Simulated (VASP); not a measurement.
# Sr (C2/c) in VASP: a series of runs, part 2 of 2

VASP 6.6.1. The steps go on from the part before.

### 3 Single point, PBEsol (shear of c along a, cell held: +4.0 %, then relaxed in part)

Input file INCAR:

```
PREC = Accurate
ENCUT = 520
EDIFF = 1E-6
ISMEAR = 0
SIGMA = 0.1
LREAL = False
LASPH = True
NELM = 100
ALGO = Fast
ISIF = 2
LWAVE = False
LCHARG = True
GGA = PS
LELF = True
LVHAR = True
NBANDS = 17
```

Input file KPOINTS:

```
regular mesh
0
Gamma
  12 12 8
```

Input file POSCAR:

```
Sr
1.0
    4.1945373725      0.0000000000      0.0000000000
   -2.0972686862      3.6325759217      0.0000000000
    0.2751410117      0.0000000000      6.8785252927
Sr
2
Direct
    0.3333333333      0.6666666667      0.2500000000
    0.6666666666      0.3333333333      0.7500000000
```

Potentials or basis: VASP PAW PBE potentials, release 64 (Sr_sv).

The run is started by

```
cat potpaw_PBE.64/Sr_sv/POTCAR > POTCAR
mpirun -np 1 vasp_std > vasp.out
```

OUTCAR:

```text
PREC = Accurate
   ENCUT = 520
   EDIFF = 1E-6
   ISMEAR = 0
   LREAL = False
   LASPH = True
   NELM = 100
   ISIF = 2
   GGA = PS

 ion  position               nearest neighbor table
   1  0.333  0.667  0.250-   2 4.14   2 4.14   2 4.21   2 4.21   2 4.28   2 4.28
   2  0.667  0.333  0.750-   1 4.14   1 4.14   1 4.21   1 4.21   1 4.28   1 4.28

  LATTYP: Found a base centered monoclinic cell.
 ALAT       =     4.1945373725
 B/A-ratio  =     1.7320508076
 C/A-ratio  =     1.6411883605
 COS(beta)  =    -0.0399680383

  Lattice vectors:

 A1 = (  -2.0972686862,   3.6325759217,   0.0000000000)
 A2 = (  -2.0972686863,  -3.6325759217,   0.0000000000)
 A3 = (   0.2751410117,   0.0000000000,   6.8785252927)

Analysis of symmetry for initial positions (statically):
=====================================================================
 Subroutine PRICEL returns:
 Original cell was already a primitive cell.

 Routine SETGRP: Setting up the symmetry group for a
 base centered monoclinic supercell.

 Subroutine GETGRP returns: Found  4 space group operations
 (whereof  2 operations were pure point group operations)
 out of a pool of  4 trial point group operations.

The static configuration has the point symmetry S_2 .
 The point group associated with its full space group is C_2h.

Analysis of symmetry for dynamics (positions and initial velocities):
=====================================================================
 Subroutine PRICEL returns:
 Original cell was already a primitive cell.

 Routine SETGRP: Setting up the symmetry group for a
 base centered monoclinic supercell.

 Subroutine GETGRP returns: Found  4 space group operations
 (whereof  2 operations were pure point group operations)
 out of a pool of  4 trial point group operations.

The dynamic configuration has the point symmetry S_2 .
 The point group associated with its full space group is C_2h.

 Subroutine INISYM returns: Found  4 space group operations
 (whereof  2 operations are pure point group operations),
 and found     1 'primitive' translations

----------------------------------------------------------------------------------------

                                     Primitive cell

  volume of cell :     104.8079

  direct lattice vectors                    reciprocal lattice vectors
     4.194537373  0.000000000  0.000000000     0.238405314  0.137643372 -0.009536213
    -2.097268686  3.632575922  0.000000000     0.000000000  0.275286745  0.000000000
     0.275141012  0.000000000  6.878525293     0.000000000  0.000000000  0.145379999

  length of vectors
     4.194537373  4.194537372  6.884025914     0.275451867  0.275286745  0.145379999

  position of ions in fractional coordinates (direct lattice)
     0.333333333  0.666666667  0.250000000
     0.666666667  0.333333333  0.750000000

  ion indices of the primitive-cell ions
   primitive index   ion index
                 1           1
                 2           2

----------------------------------------------------------------------------------------

 KPOINTS: regular mesh

Automatic generation of k-mesh.
 Grid dimensions read from file:
 generate k-points for:   12   12    8

 Generating k-lattice:

  Cartesian coordinates                     Fractional coordinates (reciprocal lattice)
     0.019867110  0.011470281 -0.000794684     0.083333333  0.000000000 -0.000000000
     0.000000000  0.022940562  0.000000000     0.000000000  0.083333333  0.000000000
     0.000000000  0.000000000  0.018172500     0.000000000  0.000000000  0.125000000

  Length of vectors
     0.022954322  0.022940562  0.018172500

  Shift w.r.t. Gamma in fractional coordinates (k-lattice)
     0.000000000  0.000000000  0.000000000

 Subroutine IBZKPT returns following result:
 ===========================================

 Found    320 irreducible k-points:

 Following reciprocal coordinates:
            Coordinates               Weight
  0.000000  0.000000  0.000000      1.000000
  0.083333 -0.000000 -0.000000      4.000000
  0.166667 -0.000000  0.000000      4.000000
  0.250000  0.000000  0.000000      4.000000
  0.333333  0.000000  0.000000      4.000000
  0.416667 -0.000000  0.000000      4.000000
[... 16 lines left out ...]
  0.333333  0.166667  0.000000      4.000000
  0.416667  0.166667  0.000000      4.000000
 [... further k-points ...]
   k-points           NKPTS =    320   k-points in BZ     NKDIM =    320   number of bands    NBANDS=     17
   number of dos      NEDOS =    301   number of ions     NIONS =      2
   total plane-waves  NPLWV =  55296
   dimension x,y,z NGX =    32 NGY =   32 NGZ =   54
   dimension x,y,z NGXF=    64 NGYF=   64 NGZF=  108
   ions per type =               2
   NGX,Y,Z   is equivalent  to a cutoff of  12.68, 12.68, 13.04 a.u.
   NGXF,Y,Z  is equivalent  to a cutoff of  25.37, 25.37, 26.08 a.u.
 SYSTEM =  unknown system
   PREC   = accura    normal or accurate (medium, high low for compatibility)
   ISTART =      0    job   : 0-new  1-cont  2-samecut
   ICHARG =      2    charge: 1-file 2-atom 10-const
   ISPIN  =      1    spin polarized calculation?
   LNONCOLLINEAR =      F non collinear calculations
   LSORBIT =      F    spin-orbit coupling
   LASPH  =      T    aspherical Exc in radial PAW
   ENCUT  =  520.0 eV  38.22 Ry    6.18 a.u.   7.80  7.80 12.80*2*pi/ulx,y,z
   NELM   =    100;   NELMIN=  2; NELMDL= -5     # of ELM steps
   EDIFF  = 0.1E-05   stopping-criterion for ELM
   LREAL  =      F    real-space projection
   EDIFFG = 0.1E-04   stopping-criterion for IOM
   NSW    =      0    number of steps for IOM
   IBRION =     -1    ionic relax: 0-MD 1-quasi-New 2-CG
   NFREE  =      0    steps in history (QN), initial steepest desc. (CG)
   ISIF   =      2    stress and relaxation
   ISYM   =      2    0-nonsym 1-usesym 2-fastsym
   POTIM  = 0.5000    time-step for ionic-motion
   TEBEG  =    0.0;   TEEND  =   0.0 temperature during run
   PSTRESS=    0.0 pullay stress
   NELECT =      20.0000    total number of electrons
   NUPDOWN=      -1.0000    fix difference up-down
   EMIN   =  10.00;   EMAX   =-10.00  energy-range for DOS
   EFERMI =   0.00;   METHOD = LEGACY
   ISMEAR =     0;   SIGMA  =   0.10  broadening in eV -4-tet -1-fermi 0-gaus
   EFERMI_NEDOS =   21; number of points for ismear=-14 and -15
   IALGO  =     68    algorithm
   IMIX   =      4    mixing-type and parameters
     AMIX     =   0.40;   BMIX     =  1.00
     AMIX_MAG =   1.60;   BMIX_MAG =  1.00
  volume/ion in A,a.u.               =      52.40       353.64
  Fermi-wavevector in a.u.,A,eV,Ry     =   0.942512  1.781089 12.086443  0.888328
  Thomas-Fermi vector in A             =   2.070128
   LORBIT       =      0    0 simple, 1 ext, 2 COOP (PROOUT), +10 PAW based schemes
   GGA     = PS    functional components
   LHFCALC =     F    Hartree Fock is set to
   AEXX    =    0.0000 exact exchange contribution
   IVDW    =     0    specifies the selected vdW correction
   LEPSILON=     F    determine dielectric tensor
   LRPA    =     F    only Hartree local field effects (RPA)
 non-spin polarized calculation
 RMM-DIIS sequential band-by-band and
 Gauss-broadening in eV      SIGMA  =   0.10
  energy-cutoff  :      520.00
  volume of cell :      104.81
 maximum number of plane-waves:      2843
   NGX = 15   NGY = 15   NGZ = 25

 number of electron      20.0000000 magnetization

 Free energy of the ion-electron system (eV)
  ---------------------------------------------------
  ext. energy  EPLUGINS =         0.00000000
  ---------------------------------------------------
  free energy    TOTEN  =        -3.67315319 eV

  energy without entropy =       -3.66139295  energy(sigma->0) =       -3.66727307

 E-fermi :   1.6819     XC(G=0):  -7.5826

 val. band max:        1.6812340589   @ k =   0.3333   0.0833   0.0000
 cond. band min:       1.6839212263   @ k =   0.0000   0.4167   0.0000
 fundamental gap:      0.0026871674
 Fermi energy:         1.6819019359

 k-point     1 :       0.0000    0.0000    0.0000
  band No.  band energies     occupation
      1     -34.7783      2.00000
      2     -34.7607      2.00000
      3     -16.9050      2.00000
      4     -16.7023      2.00000
      5     -16.7011      2.00000
      6     -16.6711      2.00000
[... 9 lines left out ...]
     16       4.4318      0.00000
     17       5.0052      0.00000
[... 441 lines left out ...]
 k-point    24 :       0.4167    0.1667    0.0000
  band No.  band energies     occupation
      1     -34.7589      2.00000
      2     -34.7547      2.00000
      3     -16.8725      2.00000
      4     -16.8364      2.00000
      5     -16.7915      2.00000
      6     -16.7779      2.00000
[... 9 lines left out ...]
     16       5.7602      0.00000
     17       5.8106      0.00000

 [... further k-points ...]
[... 5 lines left out ...]
  --------------------------------------------------------------------------------------
  -------------------------------------------------------------------------------------
  Total       -0.0044296      0.0039427     -0.0019605      0.0000000      0.0000000     -0.1702330
  in kB       -0.0677140      0.0602711     -0.0299705      0.0000000      0.0000000     -2.6023167
  external PRESSURE =      -0.0124711 kB  Pullay stress =       0.0000000 kB

 VOLUME and BASIS-vectors are now :
 -----------------------------------------------------------------------------
  energy-cutoff  :      520.00
  volume of cell :      104.81
      direct lattice vectors                 reciprocal lattice vectors
     4.194537373  0.000000000  0.000000000     0.238405314  0.137643372 -0.009536213
    -2.097268686  3.632575922  0.000000000     0.000000000  0.275286745  0.000000000
     0.275141012  0.000000000  6.878525293     0.000000000  0.000000000  0.145379999

 POSITION                                       TOTAL-FORCE (eV/Angst)
 -----------------------------------------------------------------------------------
      0.06879      2.42172      1.71963         0.000000      0.005768      0.000000
      2.30362      1.21086      5.15889        -0.000000     -0.005768      0.000000
 -----------------------------------------------------------------------------------
    total drift:                                0.000000      0.000000      0.000000

  FREE ENERGIE OF THE ION-ELECTRON SYSTEM (eV)
  ---------------------------------------------------
  free  energy   TOTEN  =        -3.6731531920 eV

  energy  without entropy=       -3.6613929496  energy(sigma->0) =       -3.66727307
```

OSZICAR:

```text
N       E                     dE             d eps       ncg     rms          rms(c)
DAV:   1     0.106016949899E+03    0.10602E+03   -0.94503E+03 10880   0.995E+02
DAV:   2     0.474181538201E+01   -0.10128E+03   -0.99639E+02 13839   0.229E+02
DAV:   3    -0.348487624949E+01   -0.82267E+01   -0.81897E+01 19769   0.463E+01
DAV:   4    -0.367860177272E+01   -0.19373E+00   -0.19360E+00 14796   0.642E+00
DAV:   5    -0.368282974336E+01   -0.42280E-02   -0.42276E-02 17578   0.741E-01    0.171E+01
RMM:   6    -0.367645073556E+01    0.63790E-02   -0.10938E-02 11693   0.113E+00    0.975E+00
RMM:   7    -0.367249318260E+01    0.39576E-02   -0.22758E-02 12782   0.165E+00    0.358E-01
RMM:   8    -0.367294220756E+01   -0.44902E-03   -0.74220E-03 14911   0.453E-01    0.105E-01
RMM:   9    -0.367309196268E+01   -0.14976E-03   -0.13035E-03 17927   0.137E-01    0.114E-01
RMM:  10    -0.367313924893E+01   -0.47286E-04   -0.43912E-04 17179   0.806E-02    0.165E-01
RMM:  11    -0.367315116948E+01   -0.11921E-04   -0.68520E-05 16981   0.366E-02    0.258E-02
RMM:  12    -0.367315262526E+01   -0.14558E-05   -0.39531E-05 16494   0.188E-02    0.128E-02
RMM:  13    -0.367315319199E+01   -0.56672E-06   -0.59939E-06 14017   0.959E-03
   1 F= -.36731532E+01 E0= -.36672731E+01  d E =-.117602E-01
```

Wall time 5.5 min (1 thread of Intel Xeon Platinum 8559C (Emerald Rapids), shared host); peak memory 0.59 GiB.

Results:

* Free energy: -3.6732 eV
* Pressure: 0.0 GPa
* Largest force: 0.006 eV/Å
* Band gap on the k mesh: zero (bands 10 and 11 overlap by 0.22 eV)

Forces on the atoms (eV/Å):
```
Sr   0.000  0.006  0.000
Sr   0.000 -0.006  0.000
```

Levels at points of the mesh, in eV from the Fermi level:
```csv
k point,band 7,band 8,band 9,band 10,band 11,band 12,band 13,band 14
"(0.00, 0.00, 0.00)",-18.35,-18.35,-3.76,-1.20,0.10,2.29,2.33,2.33
"(0.50, 0.00, 0.00)",-18.41,-18.39,-1.15,-0.54,0.00,0.22,1.31,1.94
"(0.00, 0.50, 0.00)",-18.41,-18.38,-1.15,-0.54,0.01,0.22,1.33,1.86
"(0.00, 0.00, 0.50)",-18.36,-18.36,-2.78,-2.78,1.25,1.25,2.31,2.31
"(0.50, 0.00, 0.50)",-18.41,-18.40,-0.92,-0.82,0.20,0.36,1.24,1.40
"(0.00, 0.50, 0.50)",-18.41,-18.41,-0.87,-0.87,0.28,0.28,1.32,1.32
```

Caveat: the cell differs from its parent crystal (shear of c along a, cell held: +4.0 %, then relaxed in part); the PAW data sets were made with another functional, which shifts forces and pressure a little.

### 4 Single point, PBEsol (shear of c along a, cell held: +6.0 %, then relaxed in part)

Input file INCAR:

```
SYSTEM = Sr
ALGO = Fast ; EDIFF = 1E-6
ENCUT = 520 ; GGA = PS
ISIF = 2 ; ISMEAR = 0
LASPH = .TRUE. ; LCHARG = .FALSE.
LREAL = .FALSE. ; LWAVE = .FALSE.
NBANDS = 17 ; NELM = 60
PREC = Accurate ; SIGMA = 0.1
```

Input file KPOINTS:

```
k-points
0
G
  12 12 8
  0 0 0
```

Input file POSCAR:

```
Sr
1.0
    4.1945373725      0.0000000000      0.0000000000
   -2.0972686862      3.6325759217      0.0000000000
    0.4127115176      0.0000000000      6.8785252927
Sr
2
Direct
    0.3360610891      0.6721221783      0.2500000000
    0.6639389108      0.3278778217      0.7500000000
```

The run is started by

```
cat potpaw_PBE.64/Sr_sv/POTCAR > POTCAR
mpirun -np 1 vasp_std > vasp.out
```

Wall time 4.8 min (1 thread of Intel Xeon Platinum 8559C (Emerald Rapids), shared host); peak memory 0.59 GiB.

Results (log left out):

```
Free energy            : -3.6692 eV
Pressure               : 0.0 GPa
Band gap on the k mesh : zero (bands 10 and 11 overlap by 0.21 eV)
```

Stress tensor (GPa, compression positive):
```
-0.09  0.00 -0.36
 0.00  0.05  0.00
-0.36  0.00  0.01
```

Levels at points of the mesh, in eV from the Fermi level:
```
           k point  band 8  band 9  band 10  band 11  band 12  band 13
(0.00, 0.00, 0.00)  -18.35   -3.75    -1.20     0.10     2.28     2.32
(0.50, 0.00, 0.00)  -18.38   -1.15    -0.53    -0.02     0.24     1.30
(0.00, 0.50, 0.00)  -18.38   -1.13    -0.55     0.04     0.24     1.28
(0.00, 0.00, 0.50)  -18.36   -2.77    -2.77     1.25     1.25     2.31
(0.50, 0.00, 0.50)  -18.40   -0.93    -0.78     0.16     0.40     1.21
(0.00, 0.50, 0.50)  -18.40   -0.87    -0.87     0.31     0.31     1.30
```

Caveat: the cell differs from its parent crystal (shear of c along a, cell held: +6.0 %, then relaxed in part); the PAW data sets were made with another functional, which shifts forces and pressure a little.

### 5 Summary

| cell | further INCAR settings | gap on the mesh (eV) | pressure (GPa) |
| --- | --- | --- | --- |
| a = 4.195, b = 4.195, c = 6.882 Å, angles 90.9, 88.3, 120.0°, 2 atoms, atomic positions A | ALGO = Fast; EDIFF = 1e-07; NBANDS = 17 | none | 0.0 |
| a = 4.195, b = 4.195, c = 6.884 Å, angles 91.1, 87.7, 120.0°, 2 atoms, atomic positions A | ALGO = Fast; EDIFF = 1e-06; NBANDS = 17 | none | 0.0 |
| a = 4.195, b = 4.195, c = 6.891 Å, angles 91.7, 86.6, 120.0°, 2 atoms, atomic positions B | ALGO = Fast; EDIFF = 1e-06; NBANDS = 17 | none | 0.0 |

Alike in all rows: task single point; level PBEsol; potentials or basis VASP PAW PBE potentials, release 64 (Sr_sv); no spin polarisation; k mesh 12 × 12 × 8; cutoff (eV) 520; smearing gaussian 0.1 eV.

Caveats: the PAW data sets were made with another functional, which shifts forces and pressure a little.

Total energies depend on the potentials used, so only differences within one code and one set of settings carry meaning.
